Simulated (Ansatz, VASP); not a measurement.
## One calculation of Al, two programs

The input INCAR:

```
PREC = Accurate
ENCUT = 520
EDIFF = 1E-6
ISMEAR = 0
SIGMA = 0.15
LREAL = False
LASPH = True
NELM = 60
ALGO = Fast
ISIF = 2
LWAVE = False
LCHARG = True
GGA = PS
LELF = True
LVHAR = True
NBANDS = 10
```

KPOINTS

```
regular mesh
0
Gamma
  24 24 14
```

Contents of POSCAR:

```
Al
1.0
    2.8928205418      0.0000000000      0.0000000000
   -1.4464102709      2.5052560778      0.0000000000
    0.0000000000      0.0000000000      4.6373174459
Al
2
Direct
    0.6666666667      0.3333333333      0.7500000000
    0.3333333333      0.6666666667      0.2500000000
```

Input for Ansatz:

```yaml
crystal:
  lattice:
    - [2.8928205418, 0.0, 0.0]
    - [-1.4464102709, 2.5052560778, 0.0]
    - [0.0, 0.0, 4.6373174459]
  atoms:
    - { symbol: Al, position: [0.6666666667, 0.3333333333, 0.75] }
    - { symbol: Al, position: [0.3333333333, 0.6666666667, 0.25] }
basis:
  ecutwfc: 420
kpoints:
  mp_grid: { grid: [24, 24, 14] }
hamiltonian:
  xc: pbesol
scf:
  occupations: { method: gaussian, width: 0.15 }
output:
  forces: true
  stress: true
  eigenvalues: true
```

Change from the starting cell: strain +0.0150 x Voigt [1, 1, 0, 0, 0, 0], atoms carried along.

Alike in both runs: task single point; functional PBEsol; k mesh 24 × 24 × 14; occupations gaussian, width 0.15 eV; no spin polarisation.

|  | VASP | Ansatz |
| --- | --- | --- |
| version | VASP 6.6.1 | Ansatz 0.2.0 |
| potentials or method | VASP PAW PBE potentials, release 64 (Al), cutoff 520 eV | scalar-relativistic, plane waves, PAW |
| valence electrons in the cell | 6 | 6 |

Ansatz gave:

| Property | Result |
| --- | --- |
| gap on the k mesh at the Fermi level (eV) | none |
| pressure (GPa) | -2.1 |
| traceless stress, the component that is largest in VASP (GPa) | 1.14 |

Which values does VASP return?

gap on the k mesh at the Fermi level (eV): none; pressure (GPa): -2.1; traceless stress, the component that is largest in VASP (GPa): 1.15.

VASP's potentials were made for PBE, not for PBEsol. A gap of «none» marks a metal or a gap that the smearing closes. With one functional, cell and mesh, what is left measures potentials, basis and numerics.
